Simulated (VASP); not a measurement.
# HfO2 (Fm-3m) in VASP: further runs

Runs on HfO2. Level: PBE+D3(BJ). Tasks: single point.

Program: VASP 6.6.1. These are calculated values, not measurements. Logs are shortened: lines on timing, memory, paths and dates and some standing lists are left out, and cuts for length are marked.

**1. The cell of the first run**

The structure is cubic, space group Fm-3m (No. 225). Conventional cell: a = 5.044 Å, b = 5.044 Å, c = 5.044 Å, α = 90.00°, β = 90.00°, γ = 90.00°. Hf (site symmetry m-3m) has 8 O at 2.18 Å within 2.9 Å. Within 2.9 Å of O (site symmetry -43m) lie 4 Hf at 2.18 Å and 6 O at 2.52 Å.

**2. Single point, PBE+D3(BJ)**

INCAR reads:

```
PREC = Accurate ; ENCUT = 600
EDIFF = 1E-6 ; ISMEAR = 0
SIGMA = 0.02 ; LREAL = False
LASPH = True ; NELM = 120
ALGO = Normal ; ISIF = 2
LWAVE = False ; LCHARG = False
GGA = PE ; IVDW = 12
NBANDS = 18 ; GGA_COMPAT = False
```

KPOINTS reads:

```
Automatic mesh
0
Gamma
  6 6 6
```

POSCAR reads:

```
HfO2
1.0
    0.0000000000      2.5221098594      2.5221098594
    2.5221098594      0.0000000000      2.5221098594
    2.5221098594      2.5221098594      0.0000000000
Hf O
1 2
Direct
    0.0000000000      0.0000000000      0.0000000000
    0.2500000000      0.2500000000      0.2500000000
    0.7500000000      0.7500000000      0.7500000000
```

Potentials or basis: VASP PAW PBE potentials, release 64 (Hf_pv, O).

Started as:

```bash
$ cat potpaw_PBE.64/Hf_pv/POTCAR potpaw_PBE.64/O/POTCAR > POTCAR
$ mpirun -np 1 vasp_std > vasp.out
```

OUTCAR:

```text
PREC = Accurate
   ENCUT = 600
   EDIFF = 1E-6
   ISMEAR = 0
   LREAL = False
   LASPH = True
   NELM = 120
   ISIF = 2
   GGA = PE
   IVDW = 12
 IVDW          = 12

 ion  position               nearest neighbor table
   1  0.000  0.000  0.000-   3 2.18   3 2.18   3 2.18   2 2.18   2 2.18   2 2.18   3 2.18   2 2.18

   2  0.250  0.250  0.250-   1 2.18   1 2.18   1 2.18   1 2.18
   3  0.750  0.750  0.750-   1 2.18   1 2.18   1 2.18   1 2.18

  LATTYP: Found a face centered cubic cell.
 ALAT       =     5.0442197188

  Lattice vectors:

 A1 = (   0.0000000000,   2.5221098594,   2.5221098594)
 A2 = (   2.5221098594,   0.0000000000,   2.5221098594)
 A3 = (   2.5221098594,   2.5221098594,   0.0000000000)

Analysis of symmetry for initial positions (statically):
=====================================================================
 Subroutine PRICEL returns:
 Original cell was already a primitive cell.

 Routine SETGRP: Setting up the symmetry group for a
 face centered cubic supercell.

 Subroutine GETGRP returns: Found 48 space group operations
 (whereof 48 operations were pure point group operations)
 out of a pool of 48 trial point group operations.

The static configuration has the point symmetry O_h .

Analysis of symmetry for dynamics (positions and initial velocities):
=====================================================================
 Subroutine PRICEL returns:
 Original cell was already a primitive cell.

 Routine SETGRP: Setting up the symmetry group for a
 face centered cubic supercell.

 Subroutine GETGRP returns: Found 48 space group operations
 (whereof 48 operations were pure point group operations)
 out of a pool of 48 trial point group operations.

The dynamic configuration has the point symmetry O_h .

 Subroutine INISYM returns: Found 48 space group operations
 (whereof 48 operations are pure point group operations),
 and found     1 'primitive' translations

----------------------------------------------------------------------------------------

                                     Primitive cell

  volume of cell :      32.0865

  direct lattice vectors                    reciprocal lattice vectors
     0.000000000  2.522109859  2.522109859    -0.198246717  0.198246717  0.198246717
     2.522109859  0.000000000  2.522109859     0.198246717 -0.198246717  0.198246717
     2.522109859  2.522109859  0.000000000     0.198246717  0.198246717 -0.198246717

  length of vectors
     3.566801969  3.566801969  3.566801969     0.343373387  0.343373387  0.343373387

  position of ions in fractional coordinates (direct lattice)
     0.000000000  0.000000000  0.000000000
     0.250000000  0.250000000  0.250000000
     0.750000000  0.750000000  0.750000000

  ion indices of the primitive-cell ions
   primitive index   ion index
                 1           1
                 2           2
                 3           3

----------------------------------------------------------------------------------------

 KPOINTS: Automatic mesh

Automatic generation of k-mesh.
 Grid dimensions read from file:
 generate k-points for:    6    6    6

 Generating k-lattice:

  Cartesian coordinates                     Fractional coordinates (reciprocal lattice)
    -0.033041120  0.033041120  0.033041120     0.166666667  0.000000000  0.000000000
     0.033041120 -0.033041120  0.033041120     0.000000000  0.166666667  0.000000000
     0.033041120  0.033041120 -0.033041120     0.000000000  0.000000000  0.166666667

  Length of vectors
     0.057228898  0.057228898  0.057228898

  Shift w.r.t. Gamma in fractional coordinates (k-lattice)
     0.000000000  0.000000000  0.000000000

 Subroutine IBZKPT returns following result:
 ===========================================

 Found     16 irreducible k-points:

 Following reciprocal coordinates:
            Coordinates               Weight
  0.000000  0.000000  0.000000      1.000000
  0.166667  0.000000  0.000000      8.000000
  0.333333  0.000000  0.000000      8.000000
  0.500000  0.000000  0.000000      4.000000
  0.166667  0.166667  0.000000      6.000000
  0.333333  0.166667  0.000000     24.000000
[... 8 lines left out ...]
 -0.333333  0.333333  0.166667     24.000000
 -0.333333  0.500000  0.166667     12.000000
   k-points           NKPTS =     16   k-points in BZ     NKDIM =     16   number of bands    NBANDS=     18
   number of dos      NEDOS =    301   number of ions     NIONS =      3
   total plane-waves  NPLWV =  21952
   dimension x,y,z NGX =    28 NGY =   28 NGZ =   28
   dimension x,y,z NGXF=    56 NGYF=   56 NGZF=   56
   ions per type =               1   2
   NGX,Y,Z   is equivalent  to a cutoff of  13.05, 13.05, 13.05 a.u.
   NGXF,Y,Z  is equivalent  to a cutoff of  26.10, 26.10, 26.10 a.u.
 SYSTEM =  unknown system
   PREC   = accura    normal or accurate (medium, high low for compatibility)
   ISTART =      0    job   : 0-new  1-cont  2-samecut
   ICHARG =      2    charge: 1-file 2-atom 10-const
   ISPIN  =      1    spin polarized calculation?
   LNONCOLLINEAR =      F non collinear calculations
   LSORBIT =      F    spin-orbit coupling
   LASPH  =      T    aspherical Exc in radial PAW
   ENCUT  =  600.0 eV  44.10 Ry    6.64 a.u.   7.12  7.12  7.12*2*pi/ulx,y,z
   NELM   =    120;   NELMIN=  2; NELMDL= -5     # of ELM steps
   EDIFF  = 0.1E-05   stopping-criterion for ELM
   LREAL  =      F    real-space projection
   EDIFFG = 0.1E-04   stopping-criterion for IOM
   NSW    =      0    number of steps for IOM
   IBRION =     -1    ionic relax: 0-MD 1-quasi-New 2-CG
   NFREE  =      0    steps in history (QN), initial steepest desc. (CG)
   ISIF   =      2    stress and relaxation
   ISYM   =      2    0-nonsym 1-usesym 2-fastsym
   POTIM  = 0.5000    time-step for ionic-motion
   TEBEG  =    0.0;   TEEND  =   0.0 temperature during run
   PSTRESS=    0.0 pullay stress
   NELECT =      22.0000    total number of electrons
   NUPDOWN=      -1.0000    fix difference up-down
   EMIN   =  10.00;   EMAX   =-10.00  energy-range for DOS
   EFERMI =   0.00;   METHOD = LEGACY
   ISMEAR =     0;   SIGMA  =   0.02  broadening in eV -4-tet -1-fermi 0-gaus
   EFERMI_NEDOS =   21; number of points for ismear=-14 and -15
   IALGO  =     38    algorithm
   IMIX   =      4    mixing-type and parameters
     AMIX     =   0.40;   BMIX     =  1.00
     AMIX_MAG =   1.60;   BMIX_MAG =  1.00
  volume/ion in A,a.u.               =      10.70        72.18
  Fermi-wavevector in a.u.,A,eV,Ry     =   1.443583  2.727976 28.353610  2.083932
  Thomas-Fermi vector in A             =   2.561974
   LORBIT       =      0    0 simple, 1 ext, 2 COOP (PROOUT), +10 PAW based schemes
   GGA     = PE    functional components
   LHFCALC =     F    Hartree Fock is set to
   AEXX    =    0.0000 exact exchange contribution
   IVDW    =    12    specifies the selected vdW correction
   LEPSILON=     F    determine dielectric tensor
   LRPA    =     F    only Hartree local field effects (RPA)
 non-spin polarized calculation
 Gauss-broadening in eV      SIGMA  =   0.02
  energy-cutoff  :      600.00
  volume of cell :       32.09
 maximum number of plane-waves:      1090
   NGX = 15   NGY = 15   NGZ = 15

 number of electron      21.9999993 magnetization

 Free energy of the ion-electron system (eV)
  ---------------------------------------------------
  ext. energy  EPLUGINS =         0.00000000
  ---------------------------------------------------
  free energy    TOTEN  =       -30.24559410 eV

  energy without entropy =      -30.24559410  energy(sigma->0) =      -30.24559410

 E-fermi :   4.5440     XC(G=0): -11.9204

 val. band max:        4.4088174379   @ k =   0.5000   0.5000   0.0000
 cond. band min:       8.2531928712   @ k =   0.5000   0.5000   0.0000
 fundamental gap:      3.8443754332
 Fermi energy:         4.5439688982

 k-point     1 :       0.0000    0.0000    0.0000
  band No.  band energies     occupation
      1     -25.2066      2.00000
      2     -25.2066      2.00000
      3     -25.2066      2.00000
      4     -14.4185      2.00000
      5     -11.3095      2.00000
      6      -1.0281      2.00000
[... 10 lines left out ...]
     17      15.0257      0.00000
     18      18.0305      0.00000

 k-point     2 :       0.1667    0.0000    0.0000
  band No.  band energies     occupation
      1     -25.3298      2.00000
      2     -25.2200      2.00000
      3     -25.2200      2.00000
      4     -14.0504      2.00000
      5     -11.5994      2.00000
      6      -0.7646      2.00000
[... 10 lines left out ...]
     17      14.5846      0.00000
     18      17.8650      0.00000

 k-point     3 :       0.3333    0.0000    0.0000
  band No.  band energies     occupation
      1     -25.5614      2.00000
      2     -25.2466      2.00000
      3     -25.2466      2.00000
      4     -13.3746      2.00000
      5     -11.9938      2.00000
      6      -0.2284      2.00000
[... 10 lines left out ...]
     17      14.1283      0.00000
     18      16.7802      0.00000

 k-point     4 :       0.5000    0.0000    0.0000
  band No.  band energies     occupation
      1     -25.6707      2.00000
      2     -25.2598      2.00000
      3     -25.2598      2.00000
      4     -13.1628      2.00000
      5     -12.0050      2.00000
      6       0.0236      2.00000
[... 207 lines left out ...]
      4     -12.7418      2.00000
      5     -12.3342      2.00000
      6      -0.6355      2.00000
[... 10 lines left out ...]
     17      15.4831      0.00000
     18      17.8993      0.00000

 k-point    15 :      -0.3333    0.3333    0.1667
  band No.  band energies     occupation
      1     -25.5693      2.00000
      2     -25.4583      2.00000
      3     -25.3104      2.00000
      4     -12.5942      2.00000
      5     -12.3024      2.00000
      6      -0.6237      2.00000
[... 10 lines left out ...]
     17      16.3423      0.00000
     18      17.8863      0.00000

 k-point    16 :      -0.3333    0.5000    0.1667
  band No.  band energies     occupation
      1     -25.6109      2.00000
      2     -25.4312      2.00000
      3     -25.3400      2.00000
      4     -12.5164      2.00000
      5     -12.2833      2.00000
      6      -1.5405      2.00000
[... 10 lines left out ...]
     17      17.6262      0.00000
     18      17.9618      0.00000

------------------------ aborting loop because EDIFF is reached ----------------------------------------

 Edisp (eV)   -0.73030

 E8    (eV) :    -0.3190

  FORCE on cell =-STRESS in cart. coord.  units (eV):
  Direction    XX          YY          ZZ          XY          YZ          ZX
  --------------------------------------------------------------------------------------
  -------------------------------------------------------------------------------------
  Total       0.05725     0.05725     0.05725    -0.00000    -0.00000     0.00000
  in kB       2.85881     2.85881     2.85881    -0.00000    -0.00000     0.00000
  external pressure =        2.86 kB  Pullay stress =        0.00 kB

 VOLUME and BASIS-vectors are now :
 -----------------------------------------------------------------------------
  energy-cutoff  :      600.00
  volume of cell :       32.09
      direct lattice vectors                 reciprocal lattice vectors
     0.000000000  2.522109859  2.522109859    -0.198246717  0.198246717  0.198246717
     2.522109859  0.000000000  2.522109859     0.198246717 -0.198246717  0.198246717
     2.522109859  2.522109859  0.000000000     0.198246717  0.198246717 -0.198246717

 POSITION                                       TOTAL-FORCE (eV/Angst)
 -----------------------------------------------------------------------------------
      0.00000      0.00000      0.00000        -0.000000      0.000000      0.000000
      1.26105      1.26105      1.26105         0.000000      0.000000      0.000000
      3.78316      3.78316      3.78316        -0.000000     -0.000000     -0.000000
 -----------------------------------------------------------------------------------
    total drift:                                0.000000      0.000000      0.000000

  FREE ENERGIE OF THE ION-ELECTRON SYSTEM (eV)
  ---------------------------------------------------
  free  energy   TOTEN  =       -30.9758951699 eV

  energy  without entropy=      -30.9758951699  energy(sigma->0) =      -30.97589517
```

Run time: 5.9 s. Hardware: 1 thread of Intel Xeon 6975P-C (Granite Rapids), shared host; peak memory 0.17 GiB.

Results:

| Item | Value |
| --- | --- |
| Free energy | -30.9759 eV |
| Pressure | 0.3 GPa |
| Band gap on the k mesh | 3.84 eV |
| Dispersion energy per atom | -0.243 eV |

Caveat: three body term missing; spin-orbit coupling is left out, which moves the levels of the heavy elements. A k mesh can miss the band edges.

**3. Single point, PBE+D3(BJ)**

This run uses another cell than the first one, of 10.51 Å³/atom.

INCAR reads:

```
PREC = Accurate ; ENCUT = 600
EDIFF = 1E-6 ; ISMEAR = 0
SIGMA = 0.02 ; LREAL = F
LASPH = T ; NELM = 120
ALGO = Normal ; ISIF = 2
LWAVE = F ; LCHARG = F
GGA = PE ; IVDW = 12
NBANDS = 18 ; GGA_COMPAT = F
```

KPOINTS reads:

```
regular mesh
0
Gamma
  6 6 6
```

POSCAR reads:

```
HfO2
1.0
    0.0000000000      2.5073433777      2.5073433777
    2.5073433777      0.0000000000      2.5073433777
    2.5073433777      2.5073433777      0.0000000000
Hf O
1 2
Direct
    0.0000000000      0.0000000000      0.0000000000
    0.2500000000      0.2500000000      0.2500000000
    0.7500000000      0.7500000000      0.7500000000
```

Potentials or basis: VASP PAW PBE potentials, release 64 (Hf_pv, O).

Started as:

```bash
$ cat potpaw_PBE.64/Hf_pv/POTCAR potpaw_PBE.64/O/POTCAR > POTCAR
$ mpirun -np 1 vasp_std > vasp.out
```

OUTCAR:

```text
PREC = Accurate
   ENCUT = 600
   EDIFF = 1E-6
   ISMEAR = 0
   LREAL = F
   LASPH = T
   NELM = 120
   ISIF = 2
   GGA = PE
   IVDW = 12
 IVDW          = 12

 ion  position               nearest neighbor table
   1  0.000  0.000  0.000-   3 2.17   3 2.17   3 2.17   2 2.17   3 2.17   2 2.17   2 2.17   2 2.17

   2  0.250  0.250  0.250-   1 2.17   1 2.17   1 2.17   1 2.17
   3  0.750  0.750  0.750-   1 2.17   1 2.17   1 2.17   1 2.17

  LATTYP: Found a face centered cubic cell.
 ALAT       =     5.0146867554

  Lattice vectors:

 A1 = (   0.0000000000,   2.5073433777,   2.5073433777)
 A2 = (   2.5073433777,   0.0000000000,   2.5073433777)
 A3 = (   2.5073433777,   2.5073433777,   0.0000000000)

Analysis of symmetry for initial positions (statically):
=====================================================================
 Subroutine PRICEL returns:
 Original cell was already a primitive cell.

 Routine SETGRP: Setting up the symmetry group for a
 face centered cubic supercell.

 Subroutine GETGRP returns: Found 48 space group operations
[... 154 lines left out ...]
  free energy    TOTEN  =       -30.22139581 eV

  energy without entropy =      -30.22139581  energy(sigma->0) =      -30.22139581

 E-fermi :   4.7607     XC(G=0): -12.0155

 val. band max:        4.5625020991   @ k =   0.5000   0.5000   0.0000
 cond. band min:       8.4546080705   @ k =   0.5000   0.5000   0.0000
 fundamental gap:      3.8921059714
 Fermi energy:         4.7607152763

 k-point     1 :       0.0000    0.0000    0.0000
  band No.  band energies     occupation
      1     -24.9721      2.00000
      2     -24.9721      2.00000
      3     -24.9721      2.00000
      4     -14.3769      2.00000
      5     -11.1776      2.00000
      6      -0.9855      2.00000
[... 313 lines left out ...]
      5     -12.1535      2.00000
      6      -1.4876      2.00000
[... 10 lines left out ...]
     17      17.9210      0.00000
     18      18.2249      0.00000

------------------------ aborting loop because EDIFF is reached ----------------------------------------

 Edisp (eV)   -0.74397

 E8    (eV) :    -0.3251

  FORCE on cell =-STRESS in cart. coord.  units (eV):
  Direction    XX          YY          ZZ          XY          YZ          ZX
  --------------------------------------------------------------------------------------
  -------------------------------------------------------------------------------------
  Total       1.00082     1.00082     1.00082     0.00000     0.00000    -0.00000
  in kB      50.86218    50.86218    50.86218     0.00000     0.00000    -0.00000
  external pressure =       50.86 kB  Pullay stress =        0.00 kB

 VOLUME and BASIS-vectors are now :
 -----------------------------------------------------------------------------
  energy-cutoff  :      600.00
  volume of cell :       31.53
      direct lattice vectors                 reciprocal lattice vectors
     0.000000000  2.507343378  2.507343378    -0.199414250  0.199414250  0.199414250
     2.507343378  0.000000000  2.507343378     0.199414250 -0.199414250  0.199414250
     2.507343378  2.507343378  0.000000000     0.199414250  0.199414250 -0.199414250

 POSITION                                       TOTAL-FORCE (eV/Angst)
 -----------------------------------------------------------------------------------
      0.00000      0.00000      0.00000         0.000000      0.000000      0.000000
      1.25367      1.25367      1.25367        -0.000000     -0.000000     -0.000000
      3.76102      3.76102      3.76102         0.000000      0.000000      0.000000
 -----------------------------------------------------------------------------------
    total drift:                                0.000000      0.000000      0.000000

  FREE ENERGIE OF THE ION-ELECTRON SYSTEM (eV)
  ---------------------------------------------------
  free  energy   TOTEN  =       -30.9653673821 eV

  energy  without entropy=      -30.9653673821  energy(sigma->0) =      -30.96536738
```

Run time: 6.7 s. Hardware: 1 thread of Intel Xeon 6975P-C (Granite Rapids), shared host; peak memory 0.17 GiB.

Results:

- Free energy: -30.9654 eV
- Pressure: 5.1 GPa
- Band gap on the k mesh: 3.89 eV
- Dispersion energy per atom: -0.248 eV

Caveat: three body term missing; the cell stands under pressure; spin-orbit coupling is left out, which moves the levels of the heavy elements.

**4. Single point, PBE+D3(BJ)**

This run uses another cell than the first one, of 11.45 Å³/atom.

INCAR reads:

```
PREC = Accurate
ENCUT = 600
EDIFF = 1E-6
ISMEAR = 0
SIGMA = 0.02
LREAL = F
LASPH = T
NELM = 120
ALGO = Normal
ISIF = 2
LWAVE = F
LCHARG = T
GGA = PE
IVDW = 12
LELF = T
LVHAR = T
NBANDS = 18
GGA_COMPAT = F
```

KPOINTS is that of step 3.

POSCAR reads:

```
HfO2
1.0
    0.0000000000      2.5800000000      2.5800000000
    2.5800000000      0.0000000000      2.5800000000
    2.5800000000      2.5800000000      0.0000000000
Hf O
1 2
Direct
    0.0000000000      0.0000000000      0.0000000000
    0.2500000000      0.2500000000      0.2500000000
    0.7500000000      0.7500000000      0.7500000000
```

Started as:

```bash
$ cat potpaw_PBE.64/Hf_pv/POTCAR potpaw_PBE.64/O/POTCAR > POTCAR
$ mpirun -np 1 vasp_std > vasp.out
```

It took 8 s on 1 thread of Intel Xeon 6975P-C (Granite Rapids), shared host; peak memory 0.17 GiB.

Results (log left out):

| Item | Value |
| --- | --- |
| Free energy | -30.8704 eV |
| Pressure | -15.2 GPa |
| Band gap on the k mesh | 3.66 eV |
| Dispersion energy per atom | -0.227 eV |

Levels at points of the mesh, in eV from the valence-band top:
| k point | band 8 | band 9 | band 10 | band 11 | band 12 | band 13 | band 14 | band 15 |
| --- | --- | --- | --- | --- | --- | --- | --- | --- |
| (0.00, 0.00, 0.00) | -5.03 | -0.58 | -0.58 | -0.58 | 3.75 | 3.75 | 5.42 | 9.77 |
| (0.50, 0.00, 0.00) | -2.97 | -2.61 | -1.77 | -1.77 | 4.41 | 4.41 | 6.50 | 8.82 |
| (0.50, 0.50, 0.00) | -3.34 | -1.44 | -1.44 | 0.00 | 3.66 | 5.22 | 6.16 | 7.70 |

Caveat: three body term missing; the cell stands under tension; spin-orbit coupling is left out, which moves the levels of the heavy elements.

(Continued in part 2 of 2.)
